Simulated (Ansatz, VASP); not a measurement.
One calculation of Mg3Si, two programs

```
Mg Si
1.0
    -2.52341    2.52341    2.56328
     2.52341   -2.52341    2.56328
     2.52341    2.52341   -2.56328
Mg Si
3 1
Direct
  0.00000 0.00000 0.00000
  0.75000 0.25000 0.50000
  0.25000 0.75000 0.50000
  0.50000 0.50000 0.00000
```

Alike in both runs: task single point; functional PBE; k mesh 6 × 6 × 6; occupations gaussian, width 0.1 eV; no spin polarisation.

```csv
,VASP,Ansatz
version,VASP 6.6.1,Ansatz 0.2.0
potentials or method,"VASP PAW PBE potentials, release 64 (Mg, Si), cutoff 520 eV","scalar-relativistic, plane waves, PAW"
valence electrons in the cell,10,34
```

|  | VASP | Ansatz | Ansatz less VASP |
| --- | --- | --- | --- |
| gap on the k mesh at the Fermi level (eV) | none | none | - |
| pressure (GPa) | 18.2 | 18.2 | -0.01 |
| traceless stress, the component that is largest in VASP (GPa) | 14.64 | 14.52 | -0.120 |

A gap of «none» marks a metal or a gap that the smearing closes. VASP's potentials hold 10 valence electrons a cell and Ansatz's 34, so a difference there can come from the potentials and not from the codes.
